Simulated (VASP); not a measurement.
# Si in VASP: notebook

Runs on Si. Level: LDA. Tasks: relaxation of the atoms.

Program: VASP 6.6.1. These are calculated values, not measurements. Logs are shortened: lines on timing, memory, paths and dates and some standing lists are left out, and cuts for length are marked.

### 1 The cell of the first run

The cell holds a slab with vacuum, 6 atoms: a = 3.820 Å, b = 3.820 Å, c = 23.017 Å, α = 90.00°, β = 90.00°, γ = 120.00°.

### 2 Relaxation of the atoms, LDA

INCAR reads:

```
SYSTEM = Si
PREC = Accurate
ENCUT = 450
EDIFF = 1E-7
ISMEAR = -1
SIGMA = 0.02
LREAL = .False.
LASPH = .True.
NELM = 120
ALGO = Normal
ISIF = 2
LWAVE = .False.
LCHARG = .False.
LDIPOL = .True.
IDIPOL = 3
DIPOL = 0.5 0.5 0.500
GGA = CA
IBRION = 2
NSW = 60
EDIFFG = -0.01
GGA_COMPAT = .False.
NELMIN = 4
NELMDL = -8
```

KPOINTS reads:

```
Automatic mesh
0
Gamma
  9 9 1
  0 0 0
```

POSCAR reads:

```
Si
1.0
    3.8197434381      0.0000000000      0.0000000000
   -1.9098717190      3.3079948533      0.0000000000
    0.0000000000      0.0000000000     23.0173000000
Si
6
Direct
    0.0000000000      0.0000000000      0.3475642934
    0.3333333340      0.6666666660      0.3814388943
    0.3333333340      0.6666666660      0.4830626987
    0.6666666670      0.3333333330      0.5169373005
    0.6666666670      0.3333333330      0.6185611049
    0.0000000000      0.0000000000      0.6524357066
```

Potentials or basis: VASP PAW LDA potentials, release 64 (Si).

Run with:

```sh
> cat potpaw_LDA.64/Si/POTCAR > POTCAR
> mpirun -np 1 vasp_std > vasp.out
```

OUTCAR:

```text
SYSTEM = Si
   PREC = Accurate
   ENCUT = 450
   EDIFF = 1E-7
   ISMEAR = -1
   LREAL = .False.
   LASPH = .True.
   NELM = 120
   ISIF = 2
   GGA = CA
   IBRION = 2
   NSW = 60
   EDIFFG = -0.01
   NELMIN = 4
   NELMDL = -8

 ion  position               nearest neighbor table
   1  0.000  0.000  0.348-   2 2.34   2 2.34   2 2.34
   2  0.333  0.667  0.381-   1 2.34   1 2.34   1 2.34   3 2.34
   3  0.333  0.667  0.483-   2 2.34   4 2.34   4 2.34   4 2.34
   4  0.667  0.333  0.517-   5 2.34   3 2.34   3 2.34   3 2.34
   5  0.667  0.333  0.619-   6 2.34   4 2.34   6 2.34   6 2.34
   6  0.000  0.000  0.652-   5 2.34   5 2.34   5 2.34

  LATTYP: Found a hexagonal cell.
 ALAT       =     3.8197434381
 C/A-ratio  =     6.0258759189

  Lattice vectors:

 A1 = (   3.8197434381,   0.0000000000,   0.0000000000)
 A2 = (  -1.9098717190,   3.3079948533,   0.0000000000)
 A3 = (   0.0000000000,   0.0000000000,  23.0173000000)

Analysis of symmetry for initial positions (statically):
=====================================================================
 Subroutine PRICEL returns:
 Original cell was already a primitive cell.

 Routine SETGRP: Setting up the symmetry group for a
 hexagonal supercell.

 Subroutine GETGRP returns: Found 12 space group operations
 (whereof 12 operations were pure point group operations)
 out of a pool of 24 trial point group operations.

The static configuration has the point symmetry D_3d.

Analysis of symmetry for dynamics (positions and initial velocities):
=====================================================================
 Subroutine PRICEL returns:
 Original cell was already a primitive cell.

 Routine SETGRP: Setting up the symmetry group for a
 hexagonal supercell.

 Subroutine GETGRP returns: Found 12 space group operations
 (whereof 12 operations were pure point group operations)
 out of a pool of 24 trial point group operations.

The dynamic configuration has the point symmetry D_3d.

 Subroutine INISYM returns: Found 12 space group operations
 (whereof 12 operations are pure point group operations),
 and found     1 'primitive' translations

----------------------------------------------------------------------------------------

                                     Primitive cell

  volume of cell :     290.8395

  direct lattice vectors                    reciprocal lattice vectors
     3.819743438  0.000000000  0.000000000     0.261797688  0.151148966  0.000000000
    -1.909871719  3.307994853  0.000000000     0.000000000  0.302297931  0.000000000
     0.000000000  0.000000000 23.017300000     0.000000000  0.000000000  0.043445582

  length of vectors
     3.819743438  3.819743438 23.017300000     0.302297931  0.302297931  0.043445582

  position of ions in fractional coordinates (direct lattice)
     0.000000000  0.000000000  0.347564293
     0.333333334  0.666666666  0.381438894
     0.333333334  0.666666666  0.483062699
     0.666666667  0.333333333  0.516937300
     0.666666667  0.333333333  0.618561105
     0.000000000  0.000000000  0.652435707

  ion indices of the primitive-cell ions
   primitive index   ion index
                 1           1
                 2           2
                 3           3
                 4           4
                 5           5
                 6           6

----------------------------------------------------------------------------------------

 KPOINTS: Automatic mesh

Automatic generation of k-mesh.
 Grid dimensions read from file:
 generate k-points for:    9    9    1

 Generating k-lattice:

  Cartesian coordinates                     Fractional coordinates (reciprocal lattice)
     0.029088632  0.016794330  0.000000000     0.111111111  0.000000000  0.000000000
     0.000000000  0.033588659  0.000000000     0.000000000  0.111111111  0.000000000
     0.000000000  0.000000000  0.043445582     0.000000000  0.000000000  1.000000000

  Length of vectors
     0.033588659  0.033588659  0.043445582

  Shift w.r.t. Gamma in fractional coordinates (k-lattice)
     0.000000000  0.000000000  0.000000000

 Subroutine IBZKPT returns following result:
 ===========================================

 Found     12 irreducible k-points:

 Following reciprocal coordinates:
            Coordinates               Weight
  0.000000  0.000000  0.000000      1.000000
  0.111111 -0.000000  0.000000      6.000000
  0.222222 -0.000000  0.000000      6.000000
  0.333333 -0.000000  0.000000      6.000000
  0.444444 -0.000000  0.000000      6.000000
  0.111111  0.111111  0.000000      6.000000
  0.222222  0.111111  0.000000     12.000000
  0.333333  0.111111  0.000000     12.000000
  0.444444  0.111111  0.000000      6.000000
  0.222222  0.222222  0.000000      6.000000
  0.333333  0.222222  0.000000     12.000000
  0.333333  0.333333  0.000000      2.000000
   k-points           NKPTS =     12   k-points in BZ     NKDIM =     12   number of bands    NBANDS=     16
   number of dos      NEDOS =    301   number of ions     NIONS =      6
   total plane-waves  NPLWV = 125440
   dimension x,y,z NGX =    28 NGY =   28 NGZ =  160
   dimension x,y,z NGXF=    56 NGYF=   56 NGZF=  320
   ions per type =               6
   NGX,Y,Z   is equivalent  to a cutoff of  12.19, 12.19, 11.56 a.u.
   NGXF,Y,Z  is equivalent  to a cutoff of  24.37, 24.37, 23.11 a.u.
 SYSTEM =  Si
   PREC   = accura    normal or accurate (medium, high low for compatibility)
   ISTART =      0    job   : 0-new  1-cont  2-samecut
   ICHARG =      2    charge: 1-file 2-atom 10-const
   ISPIN  =      1    spin polarized calculation?
   LNONCOLLINEAR =      F non collinear calculations
   LSORBIT =      F    spin-orbit coupling
   LASPH  =      T    aspherical Exc in radial PAW
   ENCUT  =  450.0 eV  33.07 Ry    5.75 a.u.   6.61  6.61 39.81*2*pi/ulx,y,z
   NELM   =    120;   NELMIN=  4; NELMDL= -8     # of ELM steps
   EDIFF  = 0.1E-06   stopping-criterion for ELM
   LREAL  =      F    real-space projection
   EDIFFG = -.1E-01   stopping-criterion for IOM
   NSW    =     60    number of steps for IOM
   IBRION =      2    ionic relax: 0-MD 1-quasi-New 2-CG
   NFREE  =      1    steps in history (QN), initial steepest desc. (CG)
   ISIF   =      2    stress and relaxation
   ISYM   =      2    0-nonsym 1-usesym 2-fastsym
   POTIM  = 0.5000    time-step for ionic-motion
   TEBEG  =    0.0;   TEEND  =   0.0 temperature during run
   PSTRESS=    0.0 pullay stress
   NELECT =      24.0000    total number of electrons
   NUPDOWN=      -1.0000    fix difference up-down
   EMIN   =  10.00;   EMAX   =-10.00  energy-range for DOS
   EFERMI =   0.00;   METHOD = LEGACY
   ISMEAR =    -1;   SIGMA  =   0.02  broadening in eV -4-tet -1-fermi 0-gaus
   EFERMI_NEDOS =   21; number of points for ismear=-14 and -15
   IALGO  =     38    algorithm
   IMIX   =      4    mixing-type and parameters
     AMIX     =   0.40;   BMIX     =  1.00
     AMIX_MAG =   1.60;   BMIX_MAG =  1.00
  volume/ion in A,a.u.               =      48.47       327.11
  Fermi-wavevector in a.u.,A,eV,Ry     =   0.712734  1.346872  6.911619  0.507990
  Thomas-Fermi vector in A             =   1.800187
   LORBIT       =      0    0 simple, 1 ext, 2 COOP (PROOUT), +10 PAW based schemes
   GGA     = CA    functional components
   LHFCALC =     F    Hartree Fock is set to
   AEXX    =    0.0000 exact exchange contribution
   IVDW    =     0    specifies the selected vdW correction
   LEPSILON=     F    determine dielectric tensor
   LRPA    =     F    only Hartree local field effects (RPA)
 conjugate gradient relaxation of ions
 non-spin polarized calculation
  energy-cutoff  :      450.00
  volume of cell :      290.84
 maximum number of plane-waves:      6367
 NGX is ok and might be reduce to    28
   NGX = 13   NGY = 13   NGZ = 79

--------------------------------------- Ionic step        1  -------------------------------------------

 number of electron      24.0000000 magnetization

 Free energy of the ion-electron system (eV)
  ---------------------------------------------------
  ext. energy  EPLUGINS =         0.00000000
  ---------------------------------------------------
  free energy    TOTEN  =       -33.07640761 eV

  energy without entropy =      -33.07040498  energy(sigma->0) =      -33.07340630

------------------------ aborting loop because EDIFF is reached ----------------------------------------

  FORCE on cell =-STRESS in cart. coord.  units (eV):
  Direction    XX          YY          ZZ          XY          YZ          ZX
  --------------------------------------------------------------------------------------
  -------------------------------------------------------------------------------------
  Total       -1.2605413     -1.2605413      0.4403670     -0.0000000      0.0000000     -0.0000000
  in kB       -6.9440727     -6.9440727      2.4258949     -0.0000000      0.0000000     -0.0000000
  external PRESSURE =      -3.8207502 kB  Pullay stress =       0.0000000 kB
[... 101 lines left out ...]
  FREE ENERGIE OF THE ION-ELECTRON SYSTEM (eV)
  ---------------------------------------------------
  free  energy   TOTEN  =       -33.1430883854 eV

  energy  without entropy=      -33.1363859691  energy(sigma->0) =      -33.13973718

[... ionic steps 4 to 7 ...]

--------------------------------------- Ionic step        8  -------------------------------------------

 number of electron      24.0000001 magnetization

------------------------ aborting loop because EDIFF is reached ----------------------------------------

  FORCE on cell =-STRESS in cart. coord.  units (eV):
  Direction    XX          YY          ZZ          XY          YZ          ZX
  --------------------------------------------------------------------------------------
  -------------------------------------------------------------------------------------
  Total       -0.2403398     -0.2403398     -0.1827693     -0.0000000     -0.0000000      0.0000000
  in kB       -1.3239844     -1.3239844     -1.0068401     -0.0000000     -0.0000000      0.0000000
  external PRESSURE =      -1.2182696 kB  Pullay stress =       0.0000000 kB
[... 65 lines left out ...]
  energy  without entropy=      -33.1420801529  energy(sigma->0) =      -33.14549457

--------------------------------------- Ionic step       10  -------------------------------------------

 number of electron      24.0000000 magnetization

 dipolmoment           0.000000      0.000000      0.000000 electrons x Angstroem

 Free energy of the ion-electron system (eV)
  ---------------------------------------------------
  ext. energy  EPLUGINS =         0.00000000
  ---------------------------------------------------
  free energy    TOTEN  =       -33.14894041 eV

  energy without entropy =      -33.14216486  energy(sigma->0) =      -33.14555263

 E-fermi :  -0.5448     XC(G=0):  -4.6190

 val. band max:       -0.5592047018   @ k =   0.4444   0.1111   0.0000
 cond. band min:      -0.5212009850   @ k =   0.2222   0.2222   0.0000
 fundamental gap:      0.0380037168
 Fermi energy:        -0.5447626011

 k-point     1 :       0.0000    0.0000    0.0000
  band No.  band energies     occupation
      1     -12.3548      2.00000
      2     -11.6330      2.00000
      3     -10.6892      2.00000
      4      -6.4124      2.00000
      5      -4.1457      2.00000
      6      -1.6694      2.00000
[... 8 lines left out ...]
     15       1.9401      0.00000
     16       2.2271      0.00000
[... 194 lines left out ...]
      2      -9.2569      2.00000
      3      -8.0949      2.00000
      4      -8.0522      2.00000
      5      -7.4264      2.00000
      6      -7.4264      2.00000
[... 8 lines left out ...]
     15       1.9599      0.00000
     16       3.4029      0.00000

------------------------ aborting loop because EDIFF is reached ----------------------------------------

 vacuum level on the upper side and lower side of the slab       (xc-potential included)        -0.065        -0.065

  FORCE on cell =-STRESS in cart. coord.  units (eV):
  Direction    XX          YY          ZZ          XY          YZ          ZX
  --------------------------------------------------------------------------------------
  -------------------------------------------------------------------------------------
  Total       -0.1815722     -0.1815722     -0.0249845     -0.0000000      0.0000000      0.0000000
  in kB       -1.0002452     -1.0002452     -0.1376345     -0.0000000      0.0000000      0.0000000
  external PRESSURE =      -0.7127083 kB  Pullay stress =       0.0000000 kB

 VOLUME and BASIS-vectors are now :
 -----------------------------------------------------------------------------
  energy-cutoff  :      450.00
  volume of cell :      290.84
      direct lattice vectors                 reciprocal lattice vectors
     3.819743438  0.000000000  0.000000000     0.261797688  0.151148966  0.000000000
    -1.909871719  3.307994853  0.000000000     0.000000000  0.302297931  0.000000000
     0.000000000  0.000000000 23.017300000     0.000000000  0.000000000  0.043445582
[... 12 lines left out ...]
  FREE ENERGIE OF THE ION-ELECTRON SYSTEM (eV)
  ---------------------------------------------------
  free  energy   TOTEN  =       -33.1489404054 eV

  energy  without entropy=      -33.1421648615  energy(sigma->0) =      -33.14555263

 reached required accuracy - stopping structural energy minimisation

 vacuum level on the upper side and lower side of the slab         4.390         4.390
```

Run time: 5 min. Hardware: 1 thread of Intel Xeon Platinum 8259CL at 2.50GHz (Skylake/Cascade Lake), shared host; peak memory 0.27 GiB.

What came out:

| Quantity | Value |
| --- | --- |
| Free energy | -33.1489 eV |
| Energy gained by relaxing | 12.1 meV/atom |
| Ionic steps | 10 |
| Largest force after relaxing | 0.007 eV/Å |
| Band gap on the k mesh | zero (bands 12 and 13 overlap by 0.04 eV) |

Forces in eV/Å, atoms in the order of the input:
```
Si   0.000  0.000 -0.003
Si   0.000  0.000  0.007
Si   0.000  0.000 -0.006
Si   0.000  0.000  0.006
Si   0.000  0.000 -0.007
Si   0.000  0.000  0.003
```

Step by step:
```csv
step,energy change (eV),largest force (eV/Å),pressure (GPa)
1,0.0000,0.7828,-0.38
2,-0.0618,0.2232,-0.27
3,-0.0667,0.1896,-0.22
4,-0.0668,0.2067,-0.22
5,-0.0709,0.0821,-0.19
6,-0.0719,0.0265,-0.17
7,-0.0720,0.0227,-0.16
8,-0.0724,0.0151,-0.12
9,-0.0725,0.0101,-0.05
10,-0.0725,0.0074,-0.07
```

Final structure:
```xyz
6
Lattice="3.8197 0.0000 0.0000 -1.9099 3.3080 0.0000 0.0000 0.0000 23.0173" Properties=species:S:1:pos:R:3 pbc="T T T"
Si    0.0000    0.0000    8.0613
Si    0.0000    2.2053    8.7308
Si    0.0000    2.2053   11.1308
Si    1.9099    1.1027   11.8865
Si    1.9099    1.1027   14.2865
Si    0.0000    0.0000   14.9560
```

Levels at points of the mesh, in eV from the Fermi level:
```tsv
k point	band 10	band 11	band 12	band 13	band 14	band 15
(0.00, 0.00, 0.00)	-0.64	-0.31	-0.31	0.98	1.64	2.48
```

### 3 Relaxation of the atoms, LDA

INCAR reads:

```
  PREC = Accurate
  ENCUT = 450
  EDIFF = 1E-7
  ISMEAR = -1
  SIGMA = 0.02
  LREAL = False
  LASPH = True
  NELM = 120
  ALGO = Normal
  ISIF = 2
  LWAVE = False
  LCHARG = False
  LDIPOL = True
  IDIPOL = 3
  DIPOL = 0.5 0.5 0.500
  IBRION = 2
  NSW = 32
  EDIFFG = -0.01
  GGA_COMPAT = False
  NELMIN = 4
  NELMDL = -8
```

KPOINTS reads:

```
Automatic mesh
0
Gamma
  9 9 1
```

POSCAR reads:

```
Si
1.0
    3.8197434381      0.0000000000      0.0000000000
   -1.9098717190      3.3079948533      0.0000000000
    0.0000000000      0.0000000000     23.0173000000
Si
6
Direct
    0.0000000000      0.0000000000      0.3502141732
    0.3333333333      0.6666666667      0.3793546214
    0.3333333333      0.6666666667      0.4835842414
    0.6666666667      0.3333333333      0.5164157568
    0.6666666667      0.3333333333      0.6206453790
    0.0000000000      0.0000000000      0.6497858267
```

Potentials or basis: VASP PAW LDA potentials, release 64 (Si).

Run with:

```sh
> cat potpaw_LDA.64/Si/POTCAR > POTCAR
> mpirun -np 1 vasp_std > vasp.out
```

Wall time 72 s (1 thread of Intel Xeon Platinum 8259CL at 2.50GHz (Skylake/Cascade Lake), shared host); peak memory 0.26 GiB.

The run converged. Its results:

* Free energy: -33.1489 eV
* Band gap on the k mesh: zero (bands 12 and 13 overlap by 0.04 eV)

Forces on the atoms (eV/Å):
```
Si   0.000  0.000  0.002
Si   0.000  0.000 -0.002
Si   0.000  0.000 -0.003
Si   0.000  0.000  0.003
Si   0.000  0.000  0.002
Si   0.000  0.000 -0.002
```

Final structure:
```
Si
1.0
     3.81974    0.00000    0.00000
    -1.90987    3.30799    0.00000
     0.00000    0.00000   23.01730
Si
6
Direct
  0.00000 0.00000 0.35021
  0.33333 0.66667 0.37935
  0.33333 0.66667 0.48358
  0.66667 0.33333 0.51642
  0.66667 0.33333 0.62065
  0.00000 0.00000 0.64979
```

Levels at points of the mesh, in eV from the Fermi level:
```tsv
k point	band 9	band 10	band 11	band 12	band 13	band 14	band 15	band 16
(0.00, 0.00, 0.00)	-0.78	-0.64	-0.31	-0.31	0.98	1.64	2.49	2.77
```

Caveat: the relaxation stopped at its first step, so nothing moved.

The gap in the log of VASP goes by the Fermi energy; the results here count the filled bands.